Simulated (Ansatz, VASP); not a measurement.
# Ta: VASP beside Ansatz

```
CELL_PARAMETERS angstrom
-1.65516 1.65516 1.65516
1.65516 -1.65516 1.65516
1.65516 1.65516 -1.65516
ATOMIC_POSITIONS crystal
Ta 0.00000 0.00000 0.00000
```

Alike in both runs: task single point; functional BLYP; k mesh 22 × 22 × 22; occupations fermi-dirac, width 0.1 eV; no spin polarisation.

|  | VASP | Ansatz |
| --- | --- | --- |
| version | VASP 6.6.1 | Ansatz 0.2.0 |
| potentials or method | VASP PAW PBE potentials, release 64 (Ta_sv_GW), cutoff 500 eV | plane waves (420 eV) with PAW, scalar-relativistic |
| valence electrons in the cell | 13 | 13 |

```tsv
	VASP	Ansatz	Ansatz less VASP
pressure (GPa)	7.2	7.7	+0.49
```

VASP's potentials were made for PBE, not for BLYP.

Spin-orbit coupling is off throughout.
